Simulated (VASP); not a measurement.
# Ti3Si (Fm-3m) in VASP: notebook

Ti3Si is run at these levels: r2SCAN; tasks: single point.

Program: VASP 6.6.1. These are calculated values, not measurements. Logs are shortened: lines on timing, memory, paths and dates and some standing lists are left out, and cuts for length are marked.

## (1) The cell of the first run

The structure is cubic, space group Fm-3m (No. 225). Conventional cell: a = 6.289 Å, b = 6.289 Å, c = 6.289 Å, α = 90.00°, β = 90.00°, γ = 90.00°. Within 3.6 Å of Ti (site symmetry -43m) lie 10 Ti at 2.72 to 3.14 Å and 4 Si at 2.72 Å. Ti (site symmetry m-3m) has 8 Ti at 2.72 Å and 6 Si at 3.14 Å within 3.6 Å. Within 3.6 Å of Si (site symmetry m-3m) lie 14 Ti at 2.72 to 3.14 Å.

## (2) Single point, r2SCAN

The input, POSCAR:

```
Ti3Si
1.0
    0.0000000000      3.1443560000      3.1443560000
    3.1443560000      0.0000000000      3.1443560000
    3.1443560000      3.1443560000      0.0000000000
Ti Si
3 1
Direct
    0.7500000000      0.7500000000      0.7500000000
    0.2500000000      0.2500000000      0.2500000000
    0.0000000000      0.0000000000      0.0000000000
    0.5000000000      0.5000000000      0.5000000000
```

The input, INCAR.step1:

```
ALGO = Normal
EDIFF = 1E-4
ENCUT = 520
GGA = PE
ISMEAR = 1
LASPH = T
LCHARG = F
LREAL = F
LWAVE = T
NBANDS = 28
NELM = 60
PREC = Accurate
SIGMA = 0.15
```

The input, INCAR.step2:

```
ALGO = Normal
EDIFF = 1E-6
ENCUT = 520
ISIF = 2
ISMEAR = 1
ISTART = 1
LASPH = T
LCHARG = T
LELF = T
LMIXTAU = T
LREAL = F
LVHAR = T
LWAVE = F
METAGGA = R2SCAN
NBANDS = 28
NELM = 60
PREC = Accurate
SIGMA = 0.15
```

The input, KPOINTS:

```
k-points
0
Gamma
  2 2 2
```

Potentials or basis: VASP PAW PBE potentials, release 64 (Ti_sv, Si).

The run is started by

```
> cat potpaw_PBE.64/Ti_sv/POTCAR potpaw_PBE.64/Si/POTCAR > POTCAR
> cp INCAR.step1 INCAR
> mpirun -np 1 vasp_std > vasp.out
> cp INCAR.step2 INCAR
> mpirun -np 1 vasp_std > vasp.out
```

OUTCAR:

```text
EDIFF = 1E-6
   ENCUT = 520
   ISIF = 2
   ISMEAR = 1
   ISTART = 1
   LASPH = T
   LREAL = F
   METAGGA = R2SCAN
   NELM = 60
   PREC = Accurate

 ion  position               nearest neighbor table
   1  0.750  0.750  0.750-   4 2.72   4 2.72   4 2.72   3 2.72   4 2.72   3 2.72   3 2.72   3 2.72

   2  0.250  0.250  0.250-   3 2.72   3 2.72   3 2.72   3 2.72   4 2.72   4 2.72   4 2.72   4 2.72

   3  0.000  0.000  0.000-   1 2.72   1 2.72   1 2.72   1 2.72   2 2.72   2 2.72   2 2.72   2 2.72

   4  0.500  0.500  0.500-   2 2.72   2 2.72   2 2.72   1 2.72   2 2.72   1 2.72   1 2.72   1 2.72

  LATTYP: Found a face centered cubic cell.
 ALAT       =     6.2887120000

  Lattice vectors:

 A1 = (   0.0000000000,   3.1443560000,   3.1443560000)
 A2 = (   3.1443560000,   0.0000000000,   3.1443560000)
 A3 = (   3.1443560000,   3.1443560000,   0.0000000000)

Analysis of symmetry for initial positions (statically):
=====================================================================
 Subroutine PRICEL returns:
 Original cell was already a primitive cell.

 Routine SETGRP: Setting up the symmetry group for a
 face centered cubic supercell.

 Subroutine GETGRP returns: Found 48 space group operations
 (whereof 48 operations were pure point group operations)
 out of a pool of 48 trial point group operations.

The static configuration has the point symmetry O_h .

Analysis of symmetry for dynamics (positions and initial velocities):
=====================================================================
 Subroutine PRICEL returns:
 Original cell was already a primitive cell.

 Routine SETGRP: Setting up the symmetry group for a
 face centered cubic supercell.

 Subroutine GETGRP returns: Found 48 space group operations
 (whereof 48 operations were pure point group operations)
 out of a pool of 48 trial point group operations.

The dynamic configuration has the point symmetry O_h .

 Subroutine INISYM returns: Found 48 space group operations
 (whereof 48 operations are pure point group operations),
 and found     1 'primitive' translations

----------------------------------------------------------------------------------------

                                     Primitive cell

  volume of cell :      62.1763

  direct lattice vectors                    reciprocal lattice vectors
     0.000000000  3.144356000  3.144356000    -0.159015073  0.159015073  0.159015073
     3.144356000  0.000000000  3.144356000     0.159015073 -0.159015073  0.159015073
     3.144356000  3.144356000  0.000000000     0.159015073  0.159015073 -0.159015073

  length of vectors
     4.446790900  4.446790900  4.446790900     0.275422186  0.275422186  0.275422186

  position of ions in fractional coordinates (direct lattice)
     0.750000000  0.750000000  0.750000000
     0.250000000  0.250000000  0.250000000
     0.000000000  0.000000000  0.000000000
     0.500000000  0.500000000  0.500000000

  ion indices of the primitive-cell ions
   primitive index   ion index
                 1           1
                 2           2
                 3           3
                 4           4

----------------------------------------------------------------------------------------

 KPOINTS: k-points

Automatic generation of k-mesh.
 Grid dimensions read from file:
 generate k-points for:    2    2    2

 Generating k-lattice:

  Cartesian coordinates                     Fractional coordinates (reciprocal lattice)
    -0.079507537  0.079507537  0.079507537     0.500000000  0.000000000  0.000000000
     0.079507537 -0.079507537  0.079507537     0.000000000  0.500000000  0.000000000
     0.079507537  0.079507537 -0.079507537     0.000000000  0.000000000  0.500000000

  Length of vectors
     0.137711093  0.137711093  0.137711093

  Shift w.r.t. Gamma in fractional coordinates (k-lattice)
     0.000000000  0.000000000  0.000000000

 Subroutine IBZKPT returns following result:
 ===========================================

 Found      3 irreducible k-points:

 Following reciprocal coordinates:
            Coordinates               Weight
  0.000000  0.000000  0.000000      1.000000
  0.500000  0.000000  0.000000      4.000000
  0.500000  0.500000  0.000000      3.000000
   k-points           NKPTS =      3   k-points in BZ     NKDIM =      3   number of bands    NBANDS=     28
   number of dos      NEDOS =    301   number of ions     NIONS =      4
   total plane-waves  NPLWV =  46656
   dimension x,y,z NGX =    36 NGY =   36 NGZ =   36
   dimension x,y,z NGXF=    72 NGYF=   72 NGZF=   72
   ions per type =               3   1
   NGX,Y,Z   is equivalent  to a cutoff of  13.46, 13.46, 13.46 a.u.
   NGXF,Y,Z  is equivalent  to a cutoff of  26.92, 26.92, 26.92 a.u.
 SYSTEM =  unknown system
   PREC   = accura    normal or accurate (medium, high low for compatibility)
   ISTART =      1    job   : 0-new  1-cont  2-samecut
   ICHARG =      0    charge: 1-file 2-atom 10-const
   ISPIN  =      1    spin polarized calculation?
   LNONCOLLINEAR =      F non collinear calculations
   LSORBIT =      F    spin-orbit coupling
   LASPH  =      T    aspherical Exc in radial PAW
   ENCUT  =  520.0 eV  38.22 Ry    6.18 a.u.   8.27  8.27  8.27*2*pi/ulx,y,z
   NELM   =     60;   NELMIN=  2; NELMDL=  0     # of ELM steps
   EDIFF  = 0.1E-05   stopping-criterion for ELM
   LREAL  =      F    real-space projection
   EDIFFG = 0.1E-04   stopping-criterion for IOM
   NSW    =      0    number of steps for IOM
   IBRION =     -1    ionic relax: 0-MD 1-quasi-New 2-CG
   NFREE  =      0    steps in history (QN), initial steepest desc. (CG)
   ISIF   =      2    stress and relaxation
   ISYM   =      2    0-nonsym 1-usesym 2-fastsym
   POTIM  = 0.5000    time-step for ionic-motion
   TEBEG  =    0.0;   TEEND  =   0.0 temperature during run
   PSTRESS=    0.0 pullay stress
   NELECT =      40.0000    total number of electrons
   NUPDOWN=      -1.0000    fix difference up-down
   EMIN   =  10.00;   EMAX   =-10.00  energy-range for DOS
   EFERMI =   0.00;   METHOD = LEGACY
   ISMEAR =     1;   SIGMA  =   0.15  broadening in eV -4-tet -1-fermi 0-gaus
   EFERMI_NEDOS =   21; number of points for ismear=-14 and -15
   IALGO  =     38    algorithm
   IMIX   =      4    mixing-type and parameters
     AMIX     =   0.40;   BMIX     =  1.00
     AMIX_MAG =   1.60;   BMIX_MAG =  1.00
  volume/ion in A,a.u.               =      15.54       104.90
  Fermi-wavevector in a.u.,A,eV,Ry     =   1.413253  2.670660 27.174683  1.997283
  Thomas-Fermi vector in A             =   2.534917
   LORBIT       =      0    0 simple, 1 ext, 2 COOP (PROOUT), +10 PAW based schemes
   METAGGA = R2SCAN    functional components
   LHFCALC =     F    Hartree Fock is set to
   AEXX    =    0.0000 exact exchange contribution
   IVDW    =     0    specifies the selected vdW correction
   LEPSILON=     F    determine dielectric tensor
   LRPA    =     F    only Hartree local field effects (RPA)
 non-spin polarized calculation
 Methfessel and Paxton  Order N= 1 SIGMA  =   0.15
  energy-cutoff  :      520.00
  volume of cell :       62.18
 maximum number of plane-waves:      1687
 NGX is ok and might be reduce to    36
   NGX = 17   NGY = 17   NGZ = 17

 number of electron      39.9999991 magnetization

 Free energy of the ion-electron system (eV)
  ---------------------------------------------------
  ext. energy  EPLUGINS =         0.00000000
  ---------------------------------------------------
  free energy    TOTEN  =       -48.11284952 eV

  energy without entropy =      -48.03469871  energy(sigma->0) =      -48.08679925

 E-fermi :   9.2138     XC(G=0): -12.6182

 val. band max:        9.1735213187   @ k =   0.5000   0.0000   0.0000
 cond. band min:       9.2180240625   @ k =   0.5000   0.5000   0.0000
 fundamental gap:      0.0445027439
 Fermi energy:         9.2137501913

 k-point     1 :       0.0000    0.0000    0.0000
  band No.  band energies     occupation
      1     -49.3485      2.00000
      2     -49.2327      2.00000
      3     -49.0195      2.00000
      4     -24.6556      2.00000
      5     -24.6555      2.00000
      6     -24.6555      2.00000
      7     -24.6097      2.00000
      8     -24.6096      2.00000
      9     -24.6096      2.00000
     10     -24.1768      2.00000
     11     -24.1768      2.00000
     12     -24.1768      2.00000
     13      -0.6001      2.00000
     14       6.4924      2.00000
     15       6.4924      2.00000
     16       6.4924      2.00000
     17       7.3150      2.00000
     18       7.3150      2.00000
     19       9.2485      0.61886
     20       9.2486      0.61879
     21       9.2486      0.61851
     22      11.7994     -0.00000
     23      11.9645     -0.00000
     24      11.9645     -0.00000
     25      11.9645     -0.00000
     26      12.8680      0.00000
     27      12.8680      0.00000
     28      12.9806      0.00000

 k-point     2 :       0.5000    0.0000    0.0000
  band No.  band energies     occupation
      1     -49.2804      2.00000
      2     -49.2600      2.00000
      3     -49.0612      2.00000
      4     -24.7585      2.00000
      5     -24.7584      2.00000
      6     -24.7123      2.00000
      7     -24.5370      2.00000
      8     -24.5361      2.00000
      9     -24.5360      2.00000
     10     -24.2108      2.00000
     11     -24.1489      2.00000
     12     -24.1489      2.00000
     13       0.9293      2.00000
     14       4.1420      2.00000
     15       6.2835      2.00000
     16       6.2835      2.00000
     17       8.9312      2.02287
     18       8.9318      2.02312
     19       8.9318      2.02312
     20       9.1735      1.43673
     21       9.1735      1.43633
     22      10.1143     -0.00000
     23      10.4967     -0.00000
     24      10.4967     -0.00000
     25      12.2889      0.00000
     26      12.2889      0.00000
     27      12.6296      0.00000
     28      12.7178      0.00000

 k-point     3 :       0.5000    0.5000    0.0000
  band No.  band energies     occupation
      1     -49.2690      2.00000
      2     -49.2505      2.00000
      3     -49.0824      2.00000
      4     -24.8772      2.00000
      5     -24.8771      2.00000
      6     -24.6591      2.00000
      7     -24.4380      2.00000
      8     -24.4379      2.00000
      9     -24.4189      2.00000
     10     -24.3839      2.00000
     11     -24.1281      2.00000
     12     -24.1280      2.00000
     13       1.1458      2.00000
     14       4.4492      2.00000
     15       7.0401      2.00000
     16       7.1101      2.00000
     17       7.2262      2.00000
     18       7.2262      2.00000
     19       9.1612      1.55495
     20       9.2180      0.95180
     21       9.2180      0.95164
     22      10.6365     -0.00000
     23      10.8241     -0.00000
     24      10.8241     -0.00000
     25      12.0811     -0.00000
     26      12.1290     -0.00000
     27      12.3797      0.00000
     28      12.7999      0.00000

------------------------ aborting loop because EDIFF is reached ----------------------------------------

  FORCE on cell =-STRESS in cart. coord.  units (eV):
  Direction    XX          YY          ZZ          XY          YZ          ZX
  --------------------------------------------------------------------------------------
  -------------------------------------------------------------------------------------
  Total       -0.3181409     -0.3181409     -0.3181409      0.0000000     -0.0000000      0.0000000
  in kB       -8.1979436     -8.1979436     -8.1979436      0.0000000     -0.0000000      0.0000000
  external PRESSURE =      -8.1979436 kB  Pullay stress =       0.0000000 kB

 VOLUME and BASIS-vectors are now :
 -----------------------------------------------------------------------------
  energy-cutoff  :      520.00
  volume of cell :       62.18
      direct lattice vectors                 reciprocal lattice vectors
     0.000000000  3.144356000  3.144356000    -0.159015073  0.159015073  0.159015073
     3.144356000  0.000000000  3.144356000     0.159015073 -0.159015073  0.159015073
     3.144356000  3.144356000  0.000000000     0.159015073  0.159015073 -0.159015073

 POSITION                                       TOTAL-FORCE (eV/Angst)
 -----------------------------------------------------------------------------------
      4.71653      4.71653      4.71653        -0.000000     -0.000000     -0.000000
      1.57218      1.57218      1.57218         0.000000      0.000000      0.000000
      0.00000      0.00000      0.00000         0.000000      0.000000      0.000000
      3.14436      3.14436      3.14436         0.000000      0.000000      0.000000
 -----------------------------------------------------------------------------------
    total drift:                                0.000000      0.000000      0.000000

  FREE ENERGIE OF THE ION-ELECTRON SYSTEM (eV)
  ---------------------------------------------------
  free  energy   TOTEN  =       -48.1128495199 eV

  energy  without entropy=      -48.0346987142  energy(sigma->0) =      -48.08679925
```

Wall time 29 s (1 thread of Intel Xeon 6975P-C (Granite Rapids), shared host); peak memory 0.21 GiB.

Results:

```yaml
Free_energy: -48.1128 eV
Pressure: -0.8 GPa
Band_gap_on_the_k_mesh: zero (bands 20 and 21 overlap by 0.08 eV)
```

Caveat: the k points lie up to 0.87 Å⁻¹ apart; the PAW data sets were made with another functional, which shifts forces and pressure a little.

[end of part 1 of 2]
